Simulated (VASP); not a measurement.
# AlV2N3 (P6_3/mmc) in VASP: single point with PBE

Aim: the single point of AlV2N3 with PBE.

All numbers are computed with VASP 6.6.1; they aren't measurements. Logs are shortened: lines on timing, memory, paths and dates and some standing lists are left out, and cuts for length are marked.

**1. The cell of the first run**

Symmetry: P6_3/mmc, No. 194, hexagonal system. The conventional cell has a = 3.321 Å, b = 3.321 Å, c = 12.794 Å, α = 90.00°, β = 90.00°, γ = 120.00°. Within 2.5 Å of Al (site symmetry -6m2) lie 5 N at 1.92 to 2.08 Å. Within 2.6 Å of V (site symmetry 3m) lie 5 N at 1.93 to 2.29 Å. N (site symmetry 3m) has 4 V at 1.93 to 2.03 Å and 1 Al at 2.08 Å within 2.6 Å. Within 2.5 Å of N (site symmetry -6m2) lie 3 Al at 1.92 Å and 2 V at 2.29 Å.

**2. Single point, PBE**

The input, INCAR:

```
SYSTEM = AlV2N3
PREC = Accurate
ENCUT = 520
EDIFF = 1E-6
ISMEAR = 0
SIGMA = 0.1
LREAL = .False.
LASPH = .True.
NELM = 100
ALGO = Normal
ISIF = 2
LWAVE = .False.
LCHARG = .False.
GGA = PE
NBANDS = 56
```

The input, KPOINTS:

```
Automatic mesh
0
Gamma
  12 12 4
  0 0 0
```

The input, POSCAR:

```
AlV2N3
1.0
    3.3206781019      0.0000000000      0.0000000000
   -1.6603390510      2.8757915940      0.0000000000
    0.0000000000      0.0000000000     12.7944682969
Al V N
2 4 6
Direct
    0.3333333333      0.6666666667      0.2500000000
    0.6666666667      0.3333333333      0.7500000000
    0.3333333333      0.6666666667      0.9286798785
    0.3333333333      0.6666666667      0.5713201215
    0.6666666667      0.3333333333      0.0713201215
    0.6666666667      0.3333333333      0.4286798785
    0.3333333333      0.6666666667      0.0870889360
    0.3333333333      0.6666666667      0.4129110640
    0.3333333333      0.6666666667      0.7500000000
    0.6666666667      0.3333333333      0.2500000000
    0.6666666667      0.3333333333      0.5870889360
    0.6666666667      0.3333333333      0.9129110640
```

Potentials or basis: VASP PAW PBE potentials, release 64 (Al, V_sv, N).

On the command line:

```console
> cat potpaw_PBE.64/Al/POTCAR potpaw_PBE.64/V_sv/POTCAR potpaw_PBE.64/N/POTCAR > POTCAR
> mpirun -np 1 vasp_std > vasp.out
```

OUTCAR:

```text
SYSTEM = AlV2N3
   PREC = Accurate
   ENCUT = 520
   EDIFF = 1E-6
   ISMEAR = 0
   LREAL = .False.
   LASPH = .True.
   NELM = 100
   ISIF = 2
   GGA = PE

 ion  position               nearest neighbor table
   1  0.333  0.667  0.250-  10 1.92  10 1.92  10 1.92   7 2.08   8 2.08   6 2.98   5 2.98   6 2.98
                             5 2.98   5 2.98   6 2.98
   2  0.667  0.333  0.750-   9 1.92   9 1.92   9 1.92  12 2.08  11 2.08   4 2.98   3 2.98   4 2.98
                             3 2.98   3 2.98   4 2.98
   3  0.333  0.667  0.929-  12 1.93  12 1.93  12 1.93   7 2.03   9 2.29   5 2.65   5 2.65   5 2.65
                             2 2.98   2 2.98   2 2.98
   4  0.333  0.667  0.571-  11 1.93  11 1.93  11 1.93   8 2.03   9 2.29   6 2.65   6 2.65   6 2.65
                             2 2.98   2 2.98   2 2.98
   5  0.667  0.333  0.071-   7 1.93   7 1.93   7 1.93  12 2.03  10 2.29   3 2.65   3 2.65   3 2.65
                             1 2.98   1 2.98   1 2.98
   6  0.667  0.333  0.429-   8 1.93   8 1.93   8 1.93  11 2.03  10 2.29   4 2.65   4 2.65   4 2.65
                             1 2.98   1 2.98   1 2.98
   7  0.333  0.667  0.087-   5 1.93   5 1.93   5 1.93   3 2.03   1 2.08
   8  0.333  0.667  0.413-   6 1.93   6 1.93   6 1.93   4 2.03   1 2.08
   9  0.333  0.667  0.750-   2 1.92   2 1.92   2 1.92   4 2.29   3 2.29
  10  0.667  0.333  0.250-   1 1.92   1 1.92   1 1.92   6 2.29   5 2.29
  11  0.667  0.333  0.587-   4 1.93   4 1.93   4 1.93   6 2.03   2 2.08
  12  0.667  0.333  0.913-   3 1.93   3 1.93   3 1.93   5 2.03   2 2.08

  LATTYP: Found a hexagonal cell.
 ALAT       =     3.3206781019
 C/A-ratio  =     3.8529685517

  Lattice vectors:

 A1 = (   3.3206781019,   0.0000000000,   0.0000000000)
 A2 = (  -1.6603390510,   2.8757915940,   0.0000000000)
 A3 = (   0.0000000000,   0.0000000000,  12.7944682969)

Analysis of symmetry for initial positions (statically):
=====================================================================
 Subroutine PRICEL returns:
 Original cell was already a primitive cell.

 Routine SETGRP: Setting up the symmetry group for a
 hexagonal supercell.

 Subroutine GETGRP returns: Found 24 space group operations
 (whereof 12 operations were pure point group operations)
 out of a pool of 24 trial point group operations.

The static configuration has the point symmetry D_3d.
 The point group associated with its full space group is D_6h.

Analysis of symmetry for dynamics (positions and initial velocities):
=====================================================================
 Subroutine PRICEL returns:
 Original cell was already a primitive cell.

 Routine SETGRP: Setting up the symmetry group for a
 hexagonal supercell.

 Subroutine GETGRP returns: Found 24 space group operations
 (whereof 12 operations were pure point group operations)
 out of a pool of 24 trial point group operations.

The dynamic configuration has the point symmetry D_3d.
 The point group associated with its full space group is D_6h.

 Subroutine INISYM returns: Found 24 space group operations
 (whereof 12 operations are pure point group operations),
 and found     1 'primitive' translations

----------------------------------------------------------------------------------------

                                     Primitive cell

  volume of cell :     122.1818

  direct lattice vectors                    reciprocal lattice vectors
     3.320678102  0.000000000  0.000000000     0.301143311  0.173865172  0.000000000
    -1.660339051  2.875791594  0.000000000     0.000000000  0.347730344  0.000000000
     0.000000000  0.000000000 12.794468297     0.000000000  0.000000000  0.078158777

  length of vectors
     3.320678102  3.320678102 12.794468297     0.347730344  0.347730344  0.078158777

  position of ions in fractional coordinates (direct lattice)
     0.333333333  0.666666667  0.250000000
     0.666666667  0.333333333  0.750000000
     0.333333333  0.666666667  0.928679878
     0.333333333  0.666666667  0.571320122
     0.666666667  0.333333333  0.071320122
     0.666666667  0.333333333  0.428679878
     0.333333333  0.666666667  0.087088936
[... 24 lines left out ...]

Automatic generation of k-mesh.
 Grid dimensions read from file:
 generate k-points for:   12   12    4

 Generating k-lattice:

  Cartesian coordinates                     Fractional coordinates (reciprocal lattice)
     0.025095276  0.014488764  0.000000000     0.083333333  0.000000000  0.000000000
     0.000000000  0.028977529  0.000000000     0.000000000  0.083333333  0.000000000
     0.000000000  0.000000000  0.019539694     0.000000000  0.000000000  0.250000000

  Length of vectors
     0.028977529  0.028977529  0.019539694

  Shift w.r.t. Gamma in fractional coordinates (k-lattice)
     0.000000000  0.000000000  0.000000000

 Subroutine IBZKPT returns following result:
 ===========================================

 Found     57 irreducible k-points:

 Following reciprocal coordinates:
            Coordinates               Weight
  0.000000  0.000000  0.000000      1.000000
  0.083333  0.000000  0.000000      6.000000
  0.166667  0.000000  0.000000      6.000000
  0.250000  0.000000  0.000000      6.000000
  0.333333  0.000000  0.000000      6.000000
  0.416667  0.000000  0.000000      6.000000
[... 16 lines left out ...]
  0.250000  0.000000  0.250000     12.000000
  0.333333  0.000000  0.250000     12.000000
 [... further k-points ...]
   k-points           NKPTS =     57   k-points in BZ     NKDIM =     57   number of bands    NBANDS=     56
   number of dos      NEDOS =    301   number of ions     NIONS =     12
   total plane-waves  NPLWV =  75264
   dimension x,y,z NGX =    28 NGY =   28 NGZ =   96
   dimension x,y,z NGXF=    56 NGYF=   56 NGZF=  192
   ions per type =               2   4   6
   NGX,Y,Z   is equivalent  to a cutoff of  14.02, 14.02, 12.47 a.u.
   NGXF,Y,Z  is equivalent  to a cutoff of  28.04, 28.04, 24.95 a.u.
 SYSTEM =  AlV2N3
   PREC   = accura    normal or accurate (medium, high low for compatibility)
   ISTART =      0    job   : 0-new  1-cont  2-samecut
   ICHARG =      2    charge: 1-file 2-atom 10-const
   ISPIN  =      1    spin polarized calculation?
   LNONCOLLINEAR =      F non collinear calculations
   LSORBIT =      F    spin-orbit coupling
   LASPH  =      T    aspherical Exc in radial PAW
   ENCUT  =  520.0 eV  38.22 Ry    6.18 a.u.   6.17  6.17 23.79*2*pi/ulx,y,z
   NELM   =    100;   NELMIN=  2; NELMDL= -5     # of ELM steps
   EDIFF  = 0.1E-05   stopping-criterion for ELM
   LREAL  =      F    real-space projection
   EDIFFG = 0.1E-04   stopping-criterion for IOM
   NSW    =      0    number of steps for IOM
   IBRION =     -1    ionic relax: 0-MD 1-quasi-New 2-CG
   NFREE  =      0    steps in history (QN), initial steepest desc. (CG)
   ISIF   =      2    stress and relaxation
   ISYM   =      2    0-nonsym 1-usesym 2-fastsym
   POTIM  = 0.5000    time-step for ionic-motion
   TEBEG  =    0.0;   TEEND  =   0.0 temperature during run
   PSTRESS=    0.0 pullay stress
   NELECT =      88.0000    total number of electrons
   NUPDOWN=      -1.0000    fix difference up-down
   EMIN   =  10.00;   EMAX   =-10.00  energy-range for DOS
   EFERMI =   0.00;   METHOD = LEGACY
   ISMEAR =     0;   SIGMA  =   0.10  broadening in eV -4-tet -1-fermi 0-gaus
   EFERMI_NEDOS =   21; number of points for ismear=-14 and -15
   IALGO  =     38    algorithm
   IMIX   =      4    mixing-type and parameters
     AMIX     =   0.40;   BMIX     =  1.00
     AMIX_MAG =   1.60;   BMIX_MAG =  1.00
  volume/ion in A,a.u.               =      10.18        68.71
  Fermi-wavevector in a.u.,A,eV,Ry     =   1.467462  2.773101 29.299401  2.153445
  Thomas-Fermi vector in A             =   2.583077
   LORBIT       =      0    0 simple, 1 ext, 2 COOP (PROOUT), +10 PAW based schemes
   GGA     = PE    functional components
   LHFCALC =     F    Hartree Fock is set to
   AEXX    =    0.0000 exact exchange contribution
   IVDW    =     0    specifies the selected vdW correction
   LEPSILON=     F    determine dielectric tensor
   LRPA    =     F    only Hartree local field effects (RPA)
 non-spin polarized calculation
 Gauss-broadening in eV      SIGMA  =   0.10
  energy-cutoff  :      520.00
  volume of cell :      122.18
 maximum number of plane-waves:      3324
 NGX is ok and might be reduce to    28
   NGX = 13   NGY = 13   NGZ = 47

 number of electron      88.0000001 magnetization

 Free energy of the ion-electron system (eV)
  ---------------------------------------------------
  ext. energy  EPLUGINS =         0.00000000
  ---------------------------------------------------
  free energy    TOTEN  =      -106.26855513 eV

  energy without entropy =     -106.24377941  energy(sigma->0) =     -106.25616727

 E-fermi :   9.3719     XC(G=0): -11.9979

 val. band max:        9.3418916626   @ k =   0.4167   0.1667   0.0000
 cond. band min:       9.3734886723   @ k =   0.4167   0.1667   0.2500
 fundamental gap:      0.0315970097
 Fermi energy:         9.3719134809

 k-point     1 :       0.0000    0.0000    0.0000
  band No.  band energies     occupation
      1     -55.5868      2.00000
      2     -55.5868      2.00000
      3     -55.4747      2.00000
      4     -55.4747      2.00000
      5     -29.5185      2.00000
      6     -29.5169      2.00000
[... 1405 lines left out ...]
     55      11.6791      0.00000
     56      12.3560      0.00000

 [... further k-points ...]

------------------------ aborting loop because EDIFF is reached ----------------------------------------

  FORCE on cell =-STRESS in cart. coord.  units (eV):
  Direction    XX          YY          ZZ          XY          YZ          ZX
  --------------------------------------------------------------------------------------
  -------------------------------------------------------------------------------------
  Total        0.3454622      0.3454622      0.2562103     -0.0000000      0.0000000     -0.0000000
  in kB        4.5300670      4.5300670      3.3597012     -0.0000000      0.0000000     -0.0000000
  external PRESSURE =       4.1399451 kB  Pullay stress =       0.0000000 kB

 VOLUME and BASIS-vectors are now :
 -----------------------------------------------------------------------------
  energy-cutoff  :      520.00
  volume of cell :      122.18
      direct lattice vectors                 reciprocal lattice vectors
     3.320678102  0.000000000  0.000000000     0.301143311  0.173865172  0.000000000
    -1.660339051  2.875791594  0.000000000     0.000000000  0.347730344  0.000000000
     0.000000000  0.000000000 12.794468297     0.000000000  0.000000000  0.078158777

 POSITION                                       TOTAL-FORCE (eV/Angst)
 -----------------------------------------------------------------------------------
     -0.00000      1.91719      3.19862        -0.000000      0.000000      0.000000
      1.66034      0.95860      9.59585        -0.000000     -0.000000      0.000000
     -0.00000      1.91719     11.88197         0.000000     -0.000000     -0.042795
     -0.00000      1.91719      7.30974         0.000000     -0.000000      0.042795
      1.66034      0.95860      0.91250        -0.000000     -0.000000      0.042795
      1.66034      0.95860      5.48473         0.000000      0.000000     -0.042795
     -0.00000      1.91719      1.11426         0.000000      0.000000      0.041283
     -0.00000      1.91719      5.28298         0.000000      0.000000     -0.041283
     -0.00000      1.91719      9.59585         0.000000     -0.000000      0.000000
      1.66034      0.95860      3.19862        -0.000000      0.000000      0.000000
      1.66034      0.95860      7.51149         0.000000     -0.000000      0.041283
      1.66034      0.95860     11.68021        -0.000000     -0.000000     -0.041283
 -----------------------------------------------------------------------------------
    total drift:                                0.000000     -0.000000      0.000000

  FREE ENERGIE OF THE ION-ELECTRON SYSTEM (eV)
  ---------------------------------------------------
  free  energy   TOTEN  =      -106.2685551286 eV

  energy  without entropy=     -106.2437794058  energy(sigma->0) =     -106.25616727
```

Run time: 6.3 min. Hardware: 1 thread of Intel Xeon 6975P-C (Granite Rapids), shared host; peak memory 0.44 GiB.

What came out:

```yaml
Free_energy: -106.2686 eV
Pressure: 0.4 GPa
Largest_force: 0.043 eV/Å
Band_gap_on_the_k_mesh: zero (band 44 reaches 9.85 eV, above the bottom of band 45 at 8.91 eV)
```

Forces on the atoms (eV/Å):
```
Al   0.000  0.000  0.000
Al   0.000  0.000  0.000
V    0.000  0.000 -0.043
V    0.000  0.000  0.043
V    0.000  0.000  0.043
V    0.000  0.000 -0.043
N    0.000  0.000  0.041
N    0.000  0.000 -0.041
N    0.000  0.000  0.000
N    0.000  0.000  0.000
N    0.000  0.000  0.041
N    0.000  0.000 -0.041
```

Caveat: the run has no spin polarisation, though such a crystal can be magnetic. With open d or f shells a metallic result of PBE can be an artefact of self-interaction; +U or a hybrid may open a gap.
